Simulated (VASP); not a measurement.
Set up this calculation in VASP 6.6.1, as the native input.

| Quantity | Value |
| --- | --- |
| Task | single point |
| Functional | PBE |
| Potentials or basis | VASP PAW PBE potentials, release 64 (Hf_pv, N) |
| Cutoff | 520 eV |
| k mesh | 18 × 18 × 10 |
| Occupations | gaussian, width 0.1 eV |
| Spin | no spin polarisation |
| Dipole correction | no |
| Further INCAR settings | ALGO = Normal; EDIFF = 1e-06; NBANDS = 23 |

The structure of HfN lies in POSCAR:

```
HfN
1.0
    3.1277762068      0.0000000000      0.0000000000
   -1.5638881034      2.7087336524      0.0000000000
    0.0000000000      0.0000000000      5.6688556327
Hf N
2 2
Direct
    0.6666666666      0.3333333334      0.7500000000
    0.3333333334      0.6666666666      0.2500000000
    0.0000000000      0.0000000000      0.0000000000
    0.0000000000      0.0000000000      0.5000000000
```

This cell differs from its parent crystal: uniaxial strain along c: +4.0 %.

These files were run (other wordings do the same):

INCAR

```
SYSTEM = HfN
PREC = Accurate ; ENCUT = 520
EDIFF = 1E-6 ; ISMEAR = 0
SIGMA = 0.1 ; LREAL = .FALSE.
LASPH = .TRUE. ; NELM = 100
ALGO = Normal ; ISIF = 2
LWAVE = .FALSE. ; LCHARG = .TRUE.
GGA = PE ; LELF = .TRUE.
LVHAR = .TRUE. ; NBANDS = 23
```

KPOINTS

```
regular mesh
0
G
  18 18 10
  0 0 0
```

Potentials or basis: VASP PAW PBE potentials, release 64 (Hf_pv, N).

Launch:

```sh
$ cat potpaw_PBE.64/Hf_pv/POTCAR potpaw_PBE.64/N/POTCAR > POTCAR
$ mpirun -np 1 vasp_std > vasp.out
```

Results of the run:

```json
{
 "Pressure": "-6.7 GPa",
 "Band gap on the k mesh": "zero (band 15 reaches 9.03 eV, above the bottom of band 16 at 7.03 eV)"
}
```

Caveat: the cell differs from its parent crystal (uniaxial strain along c: +4.0 %); spin-orbit coupling is left out, which moves the levels of the heavy elements.

It took 2.4 min on 1 thread of Intel(R) Xeon(R) Platinum 8488C (Sapphire Rapids) (shared host), peak memory 0.32 GiB.
